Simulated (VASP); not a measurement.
HfO2, 24 atoms in the cell. It takes space group Pbca (No. 61, orthorhombic). Conventional cell: a = 5.060 Å, b = 10.017 Å, c = 5.228 Å, α = 90.00°, β = 90.00°, γ = 90.00°. Within 2.7 Å of Hf (site symmetry 1) lie 7 O at 2.04 to 2.22 Å. Within 3.1 Å of O (site symmetry 1) lie 3 Hf at 2.04 to 2.17 Å and 10 O at 2.52 to 3.06 Å. Within 2.9 Å of O (site symmetry 1) lie 4 Hf at 2.14 to 2.22 Å and 7 O at 2.52 to 2.82 Å. 

| Property | Result |
| --- | --- |
| Program | VASP 6.6.1 |
| Task | single point |
| Functional | PBE |
| Potentials or basis | VASP PAW PBE potentials, release 64 (Hf_pv, O) |
| Cutoff | 600 eV |
| k mesh | 4 × 2 × 4 |
| Occupations | fermi-dirac, width 0.02 eV |
| Spin | no spin polarisation |
| Dipole correction | no |
| Further INCAR settings | ALGO = Normal; EDIFF = 1e-06; NBANDS = 106 |

Potentials or basis: VASP PAW PBE potentials, release 64 (Hf_pv, O).

The run is started by

```console
$ cat potpaw_PBE.64/Hf_pv/POTCAR potpaw_PBE.64/O/POTCAR > POTCAR
$ mpirun -np 1 vasp_std > vasp.out
```

Hardware: 1 thread of Oxide Virtual Turin-like Processor, on a shared host.

Task: Estimate the wall time of this run.

Result: Wall time 34 min on 1 thread of Oxide Virtual Turin-like Processor, with other jobs on the host, peak memory 0.59 GiB. Counts: scf iterations 16, k points 18.
